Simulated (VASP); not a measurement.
# Zr (P6_3/mmc) in VASP: a series of runs, part 2 of 2

VASP 6.6.1.

## Step 3: Single point, BLYP (volume scaled by 1.12)

Input file INCAR:

```
AGGAC = 1.0
AGGAX = 1.0
ALDAC = 0.0
ALDAX = 1.0
ALGO = Normal
EDIFF = 1E-6
ENCUT = 520
GGA = B5
ISIF = 2
ISMEAR = -1
LASPH = T
LCHARG = F
LREAL = F
LWAVE = F
NBANDS = 19
NELM = 100
PREC = Accurate
SIGMA = 0.1
```

Input file KPOINTS:

```
k-points
0
Gamma
  18 18 10
```

Input file POSCAR:

```
Zr
1.0
    3.3925077882      0.0000000000      0.0000000000
   -1.6962538941      2.9379979272      0.0000000000
    0.0000000000      0.0000000000      5.4346635969
Zr
2
Direct
    0.3333333333      0.6666666667      0.2500000000
    0.6666666667      0.3333333333      0.7500000000
```

Potentials or basis: VASP PAW PBE potentials, release 64 (Zr_sv).

Run with:

```
$ cat potpaw_PBE.64/Zr_sv/POTCAR > POTCAR
$ mpirun -np 1 vasp_std > vasp.out
```

OUTCAR:

```text
EDIFF = 1E-6
   ENCUT = 520
   GGA = B5
   ISIF = 2
   ISMEAR = -1
   LASPH = T
   LREAL = F
   NELM = 100
   PREC = Accurate

 ion  position               nearest neighbor table
   1  0.333  0.667  0.250-   2 3.35   2 3.35   2 3.35   2 3.35   2 3.35   2 3.35
   2  0.667  0.333  0.750-   1 3.35   1 3.35   1 3.35   1 3.35   1 3.35   1 3.35

  LATTYP: Found a hexagonal cell.
 ALAT       =     3.3925077882
 C/A-ratio  =     1.6019605366

  Lattice vectors:

 A1 = (   3.3925077882,   0.0000000000,   0.0000000000)
 A2 = (  -1.6962538941,   2.9379979272,   0.0000000000)
 A3 = (   0.0000000000,   0.0000000000,   5.4346635969)

Analysis of symmetry for initial positions (statically):
=====================================================================
 Subroutine PRICEL returns:
 Original cell was already a primitive cell.

 Routine SETGRP: Setting up the symmetry group for a
 hexagonal supercell.

 Subroutine GETGRP returns: Found 24 space group operations
 (whereof 12 operations were pure point group operations)
 out of a pool of 24 trial point group operations.

The static configuration has the point symmetry D_3d.
 The point group associated with its full space group is D_6h.

Analysis of symmetry for dynamics (positions and initial velocities):
=====================================================================
 Subroutine PRICEL returns:
 Original cell was already a primitive cell.

 Routine SETGRP: Setting up the symmetry group for a
 hexagonal supercell.

 Subroutine GETGRP returns: Found 24 space group operations
 (whereof 12 operations were pure point group operations)
 out of a pool of 24 trial point group operations.

The dynamic configuration has the point symmetry D_3d.
 The point group associated with its full space group is D_6h.

[... 97 lines left out ...]
   NELM   =    100;   NELMIN=  2; NELMDL= -5     # of ELM steps
   EDIFF  = 0.1E-05   stopping-criterion for ELM
   LREAL  =      F    real-space projection
[... 7 lines left out ...]
   TEBEG  =    0.0;   TEEND  =   0.0 temperature during run
   PSTRESS=    0.0 pullay stress
   NELECT =      24.0000    total number of electrons
   NUPDOWN=      -1.0000    fix difference up-down
   EMIN   =  10.00;   EMAX   =-10.00  energy-range for DOS
   EFERMI =   0.00;   METHOD = LEGACY
   ISMEAR =    -1;   SIGMA  =   0.10  broadening in eV -4-tet -1-fermi 0-gaus
   EFERMI_NEDOS =   21; number of points for ismear=-14 and -15
   IALGO  =     38    algorithm
   IMIX   =      4    mixing-type and parameters
     AMIX     =   0.40;   BMIX     =  1.00
     AMIX_MAG =   1.60;   BMIX_MAG =  1.00
  volume/ion in A,a.u.               =      27.08       182.77
  Fermi-wavevector in a.u.,A,eV,Ry     =   1.248045  2.358463 21.192656  1.557616
  Thomas-Fermi vector in A             =   2.382150
   LORBIT       =      0    0 simple, 1 ext, 2 COOP (PROOUT), +10 PAW based schemes
   GGA     = B5    functional components
   LHFCALC =     F    Hartree Fock is set to
   AEXX    =    0.0000 exact exchange contribution
   IVDW    =     0    specifies the selected vdW correction
   LEPSILON=     F    determine dielectric tensor
   LRPA    =     F    only Hartree local field effects (RPA)
 non-spin polarized calculation
  energy-cutoff  :      520.00
  volume of cell :       54.17
 maximum number of plane-waves:      1496
 NGX is ok and might be reduce to    28
   NGX = 13   NGY = 13   NGZ = 21

 number of electron      23.9999999 magnetization

 Free energy of the ion-electron system (eV)
  ---------------------------------------------------
  ext. energy  EPLUGINS =         0.00000000
  ---------------------------------------------------
  free energy    TOTEN  =       -14.53795659 eV

  energy without entropy =      -14.45383335  energy(sigma->0) =      -14.49589497

 E-fermi :   7.8710     XC(G=0):  -9.8597

 val. band max:        7.8641776524   @ k =   0.0556   0.0000   0.5000
 cond. band min:       7.8744036756   @ k =   0.0000   0.0000   0.4000
 fundamental gap:      0.0102260232
 Fermi energy:         7.8709628521

 k-point     1 :       0.0000    0.0000    0.0000
  band No.  band energies     occupation
      1     -41.1690      2.00000
      2     -41.0892      2.00000
      3     -19.5578      2.00000
      4     -19.0283      2.00000
      5     -19.0283      2.00000
      6     -18.9547      2.00000
[... 505 lines left out ...]
      6     -19.1771      2.00000
[... 11 lines left out ...]
     18      11.9884      0.00000
     19      12.6665      0.00000

 [... further k-points ...]
[... 5 lines left out ...]
  --------------------------------------------------------------------------------------
  -------------------------------------------------------------------------------------
  Total       -2.6860628     -2.6860628     -2.7933613      0.0000000      0.0000000      0.0000000
  in kB      -79.4477747    -79.4477748    -82.6214276      0.0000000      0.0000000      0.0000000
  external PRESSURE =     -80.5056590 kB  Pullay stress =       0.0000000 kB

 VOLUME and BASIS-vectors are now :
 -----------------------------------------------------------------------------
  energy-cutoff  :      520.00
  volume of cell :       54.17
      direct lattice vectors                 reciprocal lattice vectors
     3.392507788  0.000000000  0.000000000     0.294767194  0.170183919  0.000000000
    -1.696253894  2.937997927  0.000000000     0.000000000  0.340367837  0.000000000
     0.000000000  0.000000000  5.434663597     0.000000000  0.000000000  0.184004029

 POSITION                                       TOTAL-FORCE (eV/Angst)
 -----------------------------------------------------------------------------------
     -0.00000      1.95867      1.35867         0.000000      0.000000      0.000000
      1.69625      0.97933      4.07600        -0.000000     -0.000000      0.000000
 -----------------------------------------------------------------------------------
    total drift:                               -0.000000      0.000000     -0.000000

  FREE ENERGIE OF THE ION-ELECTRON SYSTEM (eV)
  ---------------------------------------------------
  free  energy   TOTEN  =       -14.5379565858 eV

  energy  without entropy=      -14.4538333502  energy(sigma->0) =      -14.49589497
```

Run time: 6.2 min. Hardware: 1 thread of Intel Xeon 8259CL, shared host; peak memory 0.32 GiB.

What came out:

```yaml
Free_energy: -14.5380 eV
Pressure: -8.1 GPa
Band_gap_on_the_k_mesh: zero (band 12 reaches 8.65 eV, above the bottom of band 13 at 7.61 eV)
```

Caveat: the cell differs from its parent crystal (volume scaled by 1.12); the PAW data sets were made with another functional, which shifts forces and pressure a little.

## Step 4: Single point, BLYP, non-collinear spin, zero start, spin-orbit coupling

This run uses another cell than the first one, of 24.18 Å³/atom, 0.926 times its volume.

Input file INCAR:

```
SYSTEM = Zr
PREC     = Accurate       ! precision mode
ENCUT    = 520            ! plane-wave cutoff, eV
EDIFF    = 1E-7           ! SCF threshold, eV
ISMEAR   = -1             ! smearing method
SIGMA    = 0.1            ! smearing width, eV
LREAL    = .FALSE.        ! projectors in reciprocal space
LASPH    = .TRUE.         ! aspherical terms in the spheres
NELM     = 150            ! most SCF steps
ALGO     = Normal         ! electronic algorithm
ISIF     = 2              ! what is computed and relaxed
LWAVE    = .FALSE.        ! write WAVECAR
LCHARG   = .FALSE.        ! write CHGCAR
MAGMOM   = 0 0 0 0 0 0    ! initial moments
LORBIT   = 11             ! projections on sites
LSORBIT  = .TRUE.         ! spin-orbit coupling
GGA_COMPAT= .FALSE.      
LORBMOM  = .TRUE.       
LMAXMIX  = 4              ! l up to which the mixer works
GGA      = B5             ! functional
ALDAX    = 1.0          
AGGAX    = 1.0          
AGGAC    = 1.0          
ALDAC    = 0.0          
NBANDS   = 36             ! bands
```

Input file KPOINTS:

```
regular mesh
0
G
  11 11 6
  0 0 0
```

Input file POSCAR:

```
Zr
1.0
    3.2667420720      0.0000000000      0.0000000000
   -1.6333710360      2.8290816220      0.0000000000
    0.0000000000      0.0000000000      5.2331918826
Zr
2
Direct
    0.3333333333      0.6666666667      0.2500000000
    0.6666666667      0.3333333333      0.7500000000
```

Potentials or basis: VASP PAW PBE potentials, release 64 (Zr_sv).

Run with:

```
$ cat potpaw_PBE.64/Zr_sv/POTCAR > POTCAR
$ mpirun -np 1 vasp_ncl > vasp.out
```

OUTCAR:

```text
SYSTEM = Zr
   PREC = Accurate
   ENCUT = 520
   EDIFF = 1E-7
   ISMEAR = -1
   LREAL = .FALSE.
   LASPH = .TRUE.
   NELM = 150
   ISIF = 2
   LORBIT = 11
   LSORBIT = .TRUE.
   GGA = B5

 ion  position               nearest neighbor table
   1  0.333  0.667  0.250-   2 3.23   2 3.23   2 3.23   2 3.23   2 3.23   2 3.23
   2  0.667  0.333  0.750-   1 3.23   1 3.23   1 3.23   1 3.23   1 3.23   1 3.23

  LATTYP: Found a hexagonal cell.
 ALAT       =     3.2667420720
 C/A-ratio  =     1.6019605366

  Lattice vectors:

 A1 = (   3.2667420720,   0.0000000000,   0.0000000000)
 A2 = (  -1.6333710360,   2.8290816220,   0.0000000000)
 A3 = (   0.0000000000,   0.0000000000,   5.2331918826)

Analysis of symmetry for initial positions (statically):
[... 1231 lines left out ...]
 l=   3
     0.0000000     0.0000000     0.0000000     0.0000000     0.0000000     0.0000000     0.0000000
     0.0000000     0.0000000     0.0000000     0.0000000     0.0000000     0.0000000     0.0000000
     0.0000000     0.0000000     0.0000000     0.0000000     0.0000000     0.0000000     0.0000000
     0.0000000     0.0000000     0.0000000     0.0000000     0.0000000     0.0000000     0.0000000
     0.0000000     0.0000000     0.0000000     0.0000000     0.0000000     0.0000000     0.0000000
     0.0000000     0.0000000     0.0000000     0.0000000     0.0000000     0.0000000     0.0000000
     0.0000000     0.0000000     0.0000000     0.0000000     0.0000000     0.0000000     0.0000000

 total charge

# of ion       s       p       d       tot
------------------------------------------
    1        2.230   5.950   1.647   9.826
    2        2.230   5.950   1.647   9.826
--------------------------------------------------
tot          4.459  11.900   3.294  19.653

 magnetization (x)

# of ion       s       p       d       tot
------------------------------------------
    1        0.000   0.000  -0.000  -0.000
    2        0.000   0.000  -0.000  -0.000
--------------------------------------------------
tot          0.000   0.000  -0.000  -0.000

 magnetization (y)

# of ion       s       p       d       tot
------------------------------------------
    1       -0.000   0.000  -0.000  -0.000
    2       -0.000   0.000  -0.000  -0.000
--------------------------------------------------
tot         -0.000   0.000  -0.000  -0.000

 magnetization (z)

# of ion       s       p       d       tot
------------------------------------------
    1        0.000   0.000   0.000   0.000
    2        0.000   0.000   0.000   0.000
--------------------------------------------------
tot          0.000   0.000   0.000   0.000
```

stdout:

```text
POSCAR found type information on POSCAR Zr
 POSCAR found :  1 types and       2 ions
 scaLAPACK will be used
 -----------------------------------------------------------------------------
|                                                                             |
|                                                                             |
|     You enforced a specific xc type in the INCAR file but a different       |
|     I HOPE YOU KNOW WHAT YOU ARE DOING!                                     |
|                                                                             |
 -----------------------------------------------------------------------------

 LDA part: xc-table for (Slater(with rela. corr.)+VWN5), standard interpolation
 POSCAR, INCAR and KPOINTS ok, starting setup
 FFT: planning ... GRIDC
 FFT: planning ... GRID_SOFT
 FFT: planning ... GRID
 WAVECAR not read
 entering main loop
```

It took 8.2 min on 1 thread of Intel Xeon 8259CL, shared host; peak memory 0.34 GiB.

What came out:

```yaml
Free_energy: -14.8363 eV
Pressure: 0.1 GPa
Net_moment: 0.00 μB per cell
Valence_electrons_inside_the_program's_atomic_spheres: Zr 9.83
```

Moments on the atoms (μB; x, y, z):
```
Zr  0.00 0.00 0.00
Zr  0.00 0.00 0.00
```

Caveat: the PAW data sets were made with another functional, which shifts forces and pressure a little.

## Step 5: Single point, BLYP

This run uses another cell than the first one, of 24.18 Å³/atom, 0.926 times its volume.

Input file INCAR:

```
SYSTEM = Zr
PREC = Accurate ; ENCUT = 500
EDIFF = 1E-6 ; ISMEAR = -1
SIGMA = 0.1 ; LREAL = .False.
LASPH = .True. ; NELM = 120
ALGO = Normal ; ISIF = 2
LWAVE = .False. ; LCHARG = .False.
GGA = B5 ; ALDAX = 1.0
AGGAX = 1.0 ; AGGAC = 1.0
ALDAC = 0.0 ; NBANDS = 19
GGA_COMPAT = .False.
```

Input file KPOINTS:

```
regular mesh
0
Gamma
  6 6 3
  0 0 0
```

Input file POSCAR:

```
Zr
1.0
    3.2667420713      0.0000000000      0.0000000000
   -1.6333710356      2.8290816213      0.0000000000
    0.0000000000      0.0000000000      5.2331918840
Zr
2
Direct
    0.3333333333      0.6666666667      0.2500000000
    0.6666666667      0.3333333333      0.7500000000
```

Potentials or basis: VASP PAW PBE potentials, release 64 (Zr_sv).

Run with:

```
$ cat potpaw_PBE.64/Zr_sv/POTCAR > POTCAR
$ mpirun -np 1 vasp_std > vasp.out
```

OUTCAR:

```text
SYSTEM = Zr
   PREC = Accurate
   ENCUT = 500
   EDIFF = 1E-6
   ISMEAR = -1
   LREAL = .False.
   LASPH = .True.
   NELM = 120
   ISIF = 2
   GGA = B5

 ion  position               nearest neighbor table
   1  0.333  0.667  0.250-   2 3.23   2 3.23   2 3.23   2 3.23   2 3.23   2 3.23
   2  0.667  0.333  0.750-   1 3.23   1 3.23   1 3.23   1 3.23   1 3.23   1 3.23

  LATTYP: Found a hexagonal cell.
 ALAT       =     3.2667420713
 C/A-ratio  =     1.6019605374

  Lattice vectors:

 A1 = (   3.2667420713,   0.0000000000,   0.0000000000)
 A2 = (  -1.6333710356,   2.8290816213,   0.0000000000)
 A3 = (   0.0000000000,   0.0000000000,   5.2331918840)

Analysis of symmetry for initial positions (statically):
=====================================================================
 Subroutine PRICEL returns:
 Original cell was already a primitive cell.

 Routine SETGRP: Setting up the symmetry group for a
 hexagonal supercell.

 Subroutine GETGRP returns: Found 24 space group operations
[... 151 lines left out ...]
  ---------------------------------------------------
  free energy    TOTEN  =       -14.65410124 eV

  energy without entropy =      -14.54891950  energy(sigma->0) =      -14.60151037

 E-fermi :   9.0578     XC(G=0): -10.3432

 val. band max:        8.9414019845   @ k =   0.5000   0.0000   0.0000
 cond. band min:       9.0612475282   @ k =   0.1667   0.0000   0.0000
 fundamental gap:      0.1198455437
 Fermi energy:         9.0577994859

 k-point     1 :       0.0000    0.0000    0.0000
  band No.  band energies     occupation
      1     -39.7549      2.00000
      2     -39.6248      2.00000
      3     -18.3103      2.00000
      4     -17.5353      2.00000
      5     -17.5353      2.00000
      6     -17.4316      2.00000
[... 285 lines left out ...]
      6     -17.8294      2.00000
[... 11 lines left out ...]
     18      13.2034      0.00000
     19      16.1328      0.00000

------------------------ aborting loop because EDIFF is reached ----------------------------------------

  FORCE on cell =-STRESS in cart. coord.  units (eV):
  Direction    XX          YY          ZZ          XY          YZ          ZX
  --------------------------------------------------------------------------------------
  -------------------------------------------------------------------------------------
  Total        0.1897851      0.1897851      0.0609510      0.0000000     -0.0000000      0.0000000
  in kB        6.2870329      6.2870329      2.0191316      0.0000000     -0.0000000      0.0000000
  external PRESSURE =       4.8643991 kB  Pullay stress =       0.0000000 kB

 VOLUME and BASIS-vectors are now :
 -----------------------------------------------------------------------------
  energy-cutoff  :      500.00
  volume of cell :       48.36
      direct lattice vectors                 reciprocal lattice vectors
     3.266742071  0.000000000  0.000000000     0.306115383  0.176735799  0.000000000
    -1.633371036  2.829081621  0.000000000     0.000000000  0.353471597  0.000000000
     0.000000000  0.000000000  5.233191884     0.000000000  0.000000000  0.191087967

 POSITION                                       TOTAL-FORCE (eV/Angst)
 -----------------------------------------------------------------------------------
     -0.00000      1.88605      1.30830        -0.000000      0.000000      0.000000
      1.63337      0.94303      3.92489         0.000000     -0.000000      0.000000
 -----------------------------------------------------------------------------------
    total drift:                               -0.000000      0.000000     -0.000000

  FREE ENERGIE OF THE ION-ELECTRON SYSTEM (eV)
  ---------------------------------------------------
  free  energy   TOTEN  =       -14.6541012432 eV

  energy  without entropy=      -14.5489195010  energy(sigma->0) =      -14.60151037
```

Run time: 19 s. Hardware: 1 thread of Intel Xeon 6975P-C, shared host; peak memory 0.15 GiB.

What came out:

```yaml
Free_energy: -14.6541 eV
Pressure: 0.5 GPa
Band_gap_on_the_k_mesh: zero (band 12 reaches 9.88 eV, above the bottom of band 13 at 9.09 eV)
```

Stress tensor (GPa, compression positive):
```
0.63 0.00 0.00
0.00 0.63 0.00
0.00 0.00 0.20
```

Caveat: the k points lie up to 0.40 Å⁻¹ apart; the PAW data sets were made with another functional, which shifts forces and pressure a little.

## Step 6: Single point, BLYP

This run uses another cell than the first one, of 24.18 Å³/atom, 0.926 times its volume.

Input file INCAR:

```
PREC     = Accurate       # precision mode
ENCUT    = 520            # plane-wave cutoff, eV
EDIFF    = 1E-7           # SCF threshold, eV
ISMEAR   = -1             # smearing method
SIGMA    = 0.1            # smearing width, eV
LREAL    = False          # projectors in reciprocal space
LASPH    = True           # aspherical terms in the spheres
NELM     = 60             # most SCF steps
ALGO     = Normal         # electronic algorithm
ISIF     = 2              # what is computed and relaxed
LWAVE    = False          # write WAVECAR
LCHARG   = False          # write CHGCAR
GGA      = B5             # functional
ALDAX    = 1.0          
AGGAX    = 1.0          
AGGAC    = 1.0          
ALDAC    = 0.0          
NBANDS   = 19             # bands
```

Input file KPOINTS:

```
regular mesh
0
Gamma
  11 11 6
```

Input file POSCAR:

```
Zr
1.0
    3.2667420720      0.0000000000      0.0000000000
   -1.6333710360      2.8290816220      0.0000000000
    0.0000000000      0.0000000000      5.2331918826
Zr
2
Direct
    0.3333333333      0.6666666667      0.2500000000
    0.6666666667      0.3333333333      0.7500000000
```

Potentials or basis: VASP PAW PBE potentials, release 64 (Zr_sv).

Run with:

```
$ cat potpaw_PBE.64/Zr_sv/POTCAR > POTCAR
$ mpirun -np 1 vasp_std > vasp.out
```

It took 24 s on 1 thread of Intel Xeon 6975P-C (Granite Rapids), shared host; peak memory 0.18 GiB.

The run converged. Its results:

```
Free energy            : -14.6927 eV
Pressure               : 0.1 GPa
Band gap on the k mesh : zero (band 12 reaches 9.88 eV, above the bottom of band 13 at 8.92 eV)
```

Stress tensor (GPa, compression positive):
```
0.10 0.00 0.00
0.00 0.10 0.00
0.00 0.00 0.21
```

Levels at points of the mesh, in eV from the Fermi level:
```csv
k point,band 10,band 11,band 12,band 13,band 14,band 15
"(0.00, 0.00, 0.00)",-2.88,0.82,0.82,0.90,1.22,1.45
"(0.00, 0.00, 0.50)",-3.78,0.04,0.04,0.74,0.74,0.74
```

Caveat: the PAW data sets were made with another functional, which shifts forces and pressure a little.

## Step 7: Summary

| spin | cell | k mesh | cutoff (eV) | gap on the mesh (eV) | pressure (GPa) |
| --- | --- | --- | --- | --- | --- |
| off | a = 3.352, b = 3.352, c = 5.369 Å, angles 90.0, 90.0, 120.0°, 2 atoms | 18 × 18 × 10 | 520 | none | -5.8 |
| off | a = 3.393, b = 3.393, c = 5.435 Å, angles 90.0, 90.0, 120.0°, 2 atoms | 18 × 18 × 10 | 520 | none | -8.1 |
| non-collinear, zero start, SOC | a = 3.267, b = 3.267, c = 5.233 Å, angles 90.0, 90.0, 120.0°, 2 atoms | 11 × 11 × 6 | 520 | - | 0.1 |
| off | a = 3.267, b = 3.267, c = 5.233 Å, angles 90.0, 90.0, 120.0°, 2 atoms | 6 × 6 × 3 | 500 | none | 0.5 |
| off | a = 3.267, b = 3.267, c = 5.233 Å, angles 90.0, 90.0, 120.0°, 2 atoms | 11 × 11 × 6 | 520 | none | 0.1 |

Alike in all rows: task single point; level BLYP; potentials or basis VASP PAW PBE potentials, release 64 (Zr_sv); smearing fermi-dirac 0.1 eV.

Caveats: some runs use coarse meshes; the PAW data sets were made with another functional, which shifts forces and pressure a little.

Total energies depend on the potentials used, so only differences within one code and one set of settings carry meaning.
